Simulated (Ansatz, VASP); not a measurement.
Two plane-wave programs on AlZn2

```
CELL_PARAMETERS angstrom
0.00000 3.64435 3.64435
3.64435 0.00000 3.64435
3.64435 3.64435 0.00000
ATOMIC_POSITIONS crystal
Al 0.50000 0.50000 0.50000
Al 0.75000 0.75000 0.75000
Zn 0.12500 0.12500 0.12500
Zn 0.62500 0.12500 0.12500
Zn 0.12500 0.12500 0.62500
Zn 0.12500 0.62500 0.12500
```

Alike in both runs: functional PBE; k mesh 10 × 10 × 10; occupations gaussian, width 0.1 eV; no spin polarisation.

Ansatz relaxed the structure, and its values are those at the end. VASP's run is a single point on that final structure, the one shown.

|  | VASP | Ansatz |
| --- | --- | --- |
| version | VASP 6.6.1 | Ansatz 0.2.0 |
| potentials or method | VASP PAW PBE potentials, release 64 (Al, Zn), cutoff 520 eV | scalar-relativistic, plane waves, PAW |
| valence electrons in the cell | 54 | 54 |

|  | VASP | Ansatz | Ansatz less VASP |
| --- | --- | --- | --- |
| gap on the k mesh at the Fermi level (eV) | none | none | - |
| pressure (GPa) | 0.1 | 0.0 | -0.13 |

A gap of «none» marks a metal or a gap that the smearing closes. With one functional, cell and mesh, what is left measures potentials, basis and numerics.
